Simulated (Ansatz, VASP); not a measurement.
# Two plane-wave programs on TaN

```xyz
4
Lattice="0.0000 -2.2081 -2.2081 0.0000 2.2081 -2.2081 4.4162 0.0000 0.0000" Properties=species:S:1:pos:R:3 pbc="T T T"
Ta   -0.0302   -0.2144   -2.2081
Ta    2.2383    0.2144    0.0000
N     2.1399    0.2390   -2.2081
N     0.0682   -0.2390    0.0000
```

Change from the starting cell: mode 1 frozen in at -0.068 Å and mode 2 at -0.239 Å (largest displacements).

Alike in both runs: task single point; functional PBE; k mesh 14 × 14 × 10; occupations gaussian, width 0.15 eV; no spin polarisation.

|  | VASP | Ansatz |
| --- | --- | --- |
| version | VASP 6.6.1 | Ansatz 0.2.0 |
| potentials or method | VASP PAW PBE potentials, release 64 (Ta_pv, N), cutoff 520 eV | scalar-relativistic, plane waves, PAW |
| valence electrons in the cell | 32 | 36 |

```tsv
	VASP	Ansatz	Ansatz less VASP
gap on the k mesh at the Fermi level (eV)	none	none	-
pressure (GPa)	2.1	1.2	-0.92
traceless stress, the component that is largest in VASP (GPa)	10.43	10.28	-0.149
rms of the force components (eV/Å)	0.599	0.605	+0.0053
```

Atom by atom the forces differ by 0.010 eV/Å (rms over components). A gap of «none» marks a metal or a gap that the smearing closes. VASP's potentials hold 32 valence electrons a cell and Ansatz's 36, so a difference there can come from the potentials and not from the codes.

Neither program's run includes spin-orbit coupling.
